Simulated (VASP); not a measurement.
## CdS (Hawleyite): single point with PBE

CdS (Hawleyite):

```
Cd S
1.0
     0.00000    2.91650    2.91650
     2.91650    0.00000    2.91650
     2.91650    2.91650    0.00000
Cd S
1 1
Cartesian
  0.0000 0.0000 0.0000
  4.3748 4.3748 4.3748
```

| Item | Value |
| --- | --- |
| Program | VASP 6.6.1 |
| Task | single point |
| Functional | PBE |
| Potentials or basis | VASP PAW PBE potentials, release 64 (Cd, S) |
| Cutoff | 520 eV |
| k mesh | 8 × 8 × 8 |
| Occupations | gaussian, width 0.028 eV |
| Spin | no spin polarisation |

```
Pressure               : 3.2 GPa
Band gap on the k mesh : 1.15 eV, direct
```

Levels at points of the mesh, in eV from the valence-band top:
| k point | band 7 | band 8 | band 9 | band 10 | band 11 | band 12 |
| --- | --- | --- | --- | --- | --- | --- |
| (0.00, 0.00, 0.00) | 0.00 | 0.00 | 0.00 | 1.15 | 6.55 | 6.55 |
| (0.50, 0.00, 0.00) | -4.40 | -0.75 | -0.75 | 3.02 | 7.01 | 7.01 |
| (0.50, 0.50, 0.00) | -3.95 | -1.88 | -1.88 | 3.55 | 4.35 | 9.23 |

It took 69 s on 1 thread of AMD EPYC 7R13 (shared host), peak memory 0.15 GiB.
